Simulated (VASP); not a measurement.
Runs of VASP 6.6.1 on Au. The structure is that of space group I4/mmm (No. 139), or close to it. The cells are those of the table. 

| cell | further INCAR settings | gap on the mesh (eV) | pressure (GPa) |
| --- | --- | --- | --- |
| a = 3.112, b = 3.112, c = 3.320 Å, 2 atoms | ALGO = Fast; EDIFF = 1e-07; NBANDS = 18 | none | (a) |
| a = 3.048, b = 3.048, c = 3.359 Å, 2 atoms | ALGO = Fast; EDIFF = 1e-06; NBANDS = 18 | none | 19.7 |
| a = 3.048, b = 3.291, c = 3.291 Å, 2 atoms | ALGO = Fast; EDIFF = 1e-06; NBANDS = 18 | none | 6.2 |
| a = 3.437, b = 3.148, c = 3.148 Å, 2 atoms | ALGO = Fast; EDIFF = 1e-06; NBANDS = 18 | none | 0.2 |

Alike in all rows: task single point; level PBEsol; potentials or basis VASP PAW PBE potentials, release 64 (Au); no spin polarisation; k mesh 16 × 16 × 16; cutoff (eV) 520; smearing gaussian 0.1 eV.

**Question.** Estimate the missing entries.

**Answer.** (a) 11.8.

Caveats: the PAW data sets were made with another functional, which shifts forces and pressure a little; spin-orbit coupling is left out, which moves the levels of the heavy elements.

A k mesh can miss the band edges, and the runs leave out spin-orbit coupling on Au.

A gap of «none» marks levels without a gap at the run's occupations.
